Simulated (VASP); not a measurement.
Input of a VASP 6.6.1 run:

Contents of INCAR:

```
  PREC = Accurate
  ENCUT = 600
  EDIFF = 1E-6
  ISMEAR = -1
  SIGMA = 0.1
  LREAL = F
  LASPH = T
  NELM = 100
  ALGO = Normal
  ISIF = 3
  LWAVE = F
  LCHARG = F
  GGA = PE
  IBRION = 2
  NSW = 80
  EDIFFG = -0.05
```

Contents of KPOINTS:

```
Automatic mesh
0
Gamma
  13 13 13
```

POSCAR

```
Pt
1.0
    0.0000000000      1.9609000000      1.9609000000
    1.9609000000      0.0000000000      1.9609000000
    1.9609000000      1.9609000000      0.0000000000
Pt
1
Direct
    0.0000000000      0.0000000000      0.0000000000
```

Potentials or basis: VASP PAW PBE potentials, release 64 (Pt).

The run is started by

```sh
$ cat potpaw_PBE.64/Pt/POTCAR > POTCAR
$ mpirun -np 1 vasp_std > vasp.out
```

**Question.** Predict the space group after relaxing (to 0.05 Å).

**Answer.** Fm-3m (No. 225).

**Question.** What does it give for the relaxed cell?

**Answer.** a = 2.808 Å, b = 2.808 Å, c = 2.808 Å, α = 60.00°, β = 60.00°, γ = 60.00°.

Final structure:
```xyz
1
Lattice="0.0000 1.9858 1.9858 1.9858 0.0000 1.9858 1.9858 1.9858 0.0000" Properties=species:S:1:pos:R:3 pbc="T T T"
Pt    0.0000    0.0000    0.0000
```

 Zero-point motion and thermal expansion aren't in these numbers.
